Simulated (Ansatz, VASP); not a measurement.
## One calculation of Sn2Ge3, two programs

```
Sn Ge
1.0
     1.59141    0.91880   12.99380
    -1.59141    0.91880   12.99380
     0.00000   -1.83760   12.99380
Sn Ge
2 3
Cartesian
  0.0000 0.0000 31.1851
  0.0000 0.0000 7.7963
  0.0000 0.0000 0.0000
  0.0000 0.0000 15.5926
  0.0000 0.0000 23.3888
```

Alike in both runs: task single point; functional PBE; k mesh 6 × 6 × 6; occupations gaussian, width 0.1 eV; no spin polarisation.

```csv
,VASP,Ansatz
version,VASP 6.6.1,Ansatz 0.2.0
potentials or method,"VASP PAW PBE potentials, release 64 (Sn_d, Ge_d), cutoff 520 eV","scalar-relativistic, plane waves, PAW"
valence electrons in the cell,70,70
```

```csv
,VASP,Ansatz,Ansatz less VASP
gap on the k mesh at the Fermi level (eV),none,none,-
pressure (GPa),2.2,2.3,+0.04
"traceless stress, the component that is largest in VASP (GPa)",-1.65,-1.65,-0.001
rms of the force components (eV/Å),0.373,0.373,+0.0001
```

Atom by atom the forces differ by 0.000 eV/Å (rms over components). A gap of «none» marks a metal or a gap that the smearing closes.

The k mesh is coarse, so the values compare programs but aren't converged.
